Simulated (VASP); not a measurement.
Wanted: the native input for a VASP 6.6.1 run.

```yaml
Task: single point
Functional: HSE06
Potentials_or_basis: VASP PAW PBE potentials, release 64 (As, B)
Cutoff: 520 eV
k_mesh: 5 × 5 × 5
Occupations: fermi-dirac, width 0.1 eV
Spin: no spin polarisation
Dipole_correction: no
Grid_for_exact_exchange_PRECFOCK: Normal
Further_INCAR_settings: ALGO = Normal; EDIFF = 1e-06; NBANDS = 11
Screening_parameter: 0.2079 1/Å
```

BAs:

```xyz
2
Lattice="0.0000 2.3885 2.3885 2.3885 0.0000 2.3885 2.3885 2.3885 0.0000" Properties=species:S:1:pos:R:3 pbc="T T T"
As    3.5827    3.5827    3.5827
B     0.0000    0.0000    0.0000
```

These files were run (other wordings do the same):

POSCAR

```
BAs
1.0
    0.0000000000      2.3885000000      2.3885000000
    2.3885000000      0.0000000000      2.3885000000
    2.3885000000      2.3885000000      0.0000000000
As B
1 1
Direct
    0.7500000000      0.7500000000      0.7500000000
    0.0000000000      0.0000000000      0.0000000000
```

INCAR.step1

```
PREC = Accurate
ENCUT = 520
EDIFF = 1E-5
ISMEAR = -1
SIGMA = 0.1
LREAL = False
LASPH = True
NELM = 100
ALGO = Normal
ISIF = 2
LWAVE = True
LCHARG = False
NBANDS = 11
GGA = PE
```

INCAR.step2

```
PREC = Accurate
ENCUT = 520
EDIFF = 1E-6
ISMEAR = -1
SIGMA = 0.1
LREAL = False
LASPH = True
NELM = 100
ALGO = Normal
ISIF = 2
LWAVE = False
LCHARG = False
GGA = PE
LHFCALC = True
HFSCREEN = 0.2079
PRECFOCK = Normal
NBANDS = 11
ISTART = 1
```

KPOINTS

```
Automatic mesh
0
Gamma
  5 5 5
```

Potentials or basis: VASP PAW PBE potentials, release 64 (As, B).

Run with:

```console
$ cat potpaw_PBE.64/As/POTCAR potpaw_PBE.64/B/POTCAR > POTCAR
$ cp INCAR.step1 INCAR
$ mpirun -np 1 vasp_std > vasp.out
$ cp INCAR.step2 INCAR
$ mpirun -np 1 vasp_std > vasp.out
```

It gave:

```
Pressure               : -0.4 GPa
Band gap on the k mesh : 1.85 eV, indirect (least direct gap 4.12 eV)
```

Caveat: the k points lie up to 0.46 Å⁻¹ apart; the PAW data sets were made with another functional, which shifts forces and pressure a little.

Run time: 3.4 min on 1 thread of Intel(R) Xeon(R) Platinum 8259CL CPU @ 2.50GHz (Skylake/Cascade Lake), with other jobs on the host, peak memory 0.26 GiB.
